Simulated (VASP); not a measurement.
MoS2, 6 atoms in the cell. It takes space group P6_3/mmc (No. 194, hexagonal). The conventional cell has a = 3.173 Å, b = 3.173 Å, c = 12.436 Å, α = 90.00°, β = 90.00°, γ = 120.00°. Mo (site symmetry -6m2) has 6 S at 2.40 Å and 6 Mo at 3.17 Å within 3.2 Å. Within 3.2 Å of S (site symmetry 3m) lie 3 Mo at 2.40 Å and 7 S at 3.11 to 3.17 Å. 

- Program: VASP 6.6.1
- Task: dielectric tensor
- Functional: PBE
- Potentials or basis: VASP PAW PBE potentials, release 64 (Mo_sv, S)
- Cutoff: 400 eV
- k mesh: 9 × 9 × 2
- Occupations: gaussian, width 0.01 eV
- Spin: no spin polarisation
- Dipole correction: no
- Further INCAR settings: ALGO = Normal; EDIFF = 1e-08

Potentials or basis: VASP PAW PBE potentials, release 64 (Mo_sv, S).

Launch:

```bash
$ cat potpaw_PBE.64/Mo_sv/POTCAR potpaw_PBE.64/S/POTCAR > POTCAR
$ mpirun -np 1 vasp_std > vasp.out
```

Hardware: 1 thread of Intel Xeon 8259CL, with other jobs on the host.

**Question.** Estimate the wall time of this run.

**Answer.** Run time: 25 min on 1 thread of Intel Xeon 8259CL (shared host), peak memory 0.44 GiB. Counts: scf iterations 163, k points 24.
